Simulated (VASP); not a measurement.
Runs of VASP 6.6.1 on NbP. Symmetry: I4_1/amd, No. 141, tetragonal system. The conventional cell has a = 3.325 Å, b = 3.325 Å, c = 11.380 Å, α = 90.00°, β = 90.00°, γ = 90.00°. Within 3.1 Å of Nb (site symmetry -4m2) lie 4 P at 2.35 Å. P (site symmetry -4m2) has 4 Nb at 2.35 Å within 3.1 Å. 

```tsv
level	k mesh	smearing	gap on the mesh (eV)	pressure (GPa)
PBEsol	6 × 6 × 6	gaussian 0.1 eV	none	(a)
PBE	6 × 6 × 6	methfessel-paxton 0.1 eV	none	18.7
PBE	6 × 6 × 6	gaussian 0.1 eV	none	18.7
PBE+D4	6 × 6 × 6	gaussian 0.1 eV	none	14.7
r2SCAN	2 × 2 × 3	gaussian 0.1 eV	none	17.8
PBE+D3(BJ)	2 × 2 × 2	gaussian 0.1 eV	none	16.2
```

Alike in all rows: task single point; potentials or basis VASP PAW PBE potentials, release 64 (Nb_sv, P); no spin polarisation; cell as given; cutoff (eV) 520.

**Question.** Fill in the values left out.

**Answer.** (a) 13.4.

Caveats: all runs use coarse meshes; the PAW data sets were made with another functional, which shifts forces and pressure a little (some runs); pairwise dispersion overbinds metals, which lowers pressure and volume (some runs); three body term missing (some runs).

A k mesh can miss the band edges, and the runs leave out spin-orbit coupling on Nb.

A gap of «none» marks levels without a gap at the run's occupations.
